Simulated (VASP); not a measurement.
Input of a VASP 6.6.1 run:

File INCAR:

```
ALGO = Normal
EDIFF = 1E-6
ENCUT = 520
GGA = PE
ISIF = 2
ISMEAR = 0
LASPH = True
LCHARG = False
LREAL = False
LWAVE = False
NBANDS = 18
NELM = 100
PREC = Accurate
SIGMA = 0.1
```

File KPOINTS:

```
k-points
0
Gamma
  14 14 14
```

Contents of POSCAR:

```
Be3V
1.0
    0.0000000000      2.6683789050      2.6683789050
    2.6683789050      0.0000000000      2.6683789050
    2.6683789050      2.6683789050      0.0000000000
Be V
3 1
Direct
    0.2500000000      0.2500000000      0.2500000000
    0.7500000000      0.7500000000      0.7500000000
    0.5000000000      0.5000000000      0.5000000000
    0.0000000000      0.0000000000      0.0000000000
```

Potentials or basis: VASP PAW PBE potentials, release 64 (Be, V_sv).

Run with:

```sh
$ cat potpaw_PBE.64/Be/POTCAR potpaw_PBE.64/V_sv/POTCAR > POTCAR
$ mpirun -np 1 vasp_std > vasp.out
```

(1) Predict the pressure.

Results:

(1) -1.0 GPa.
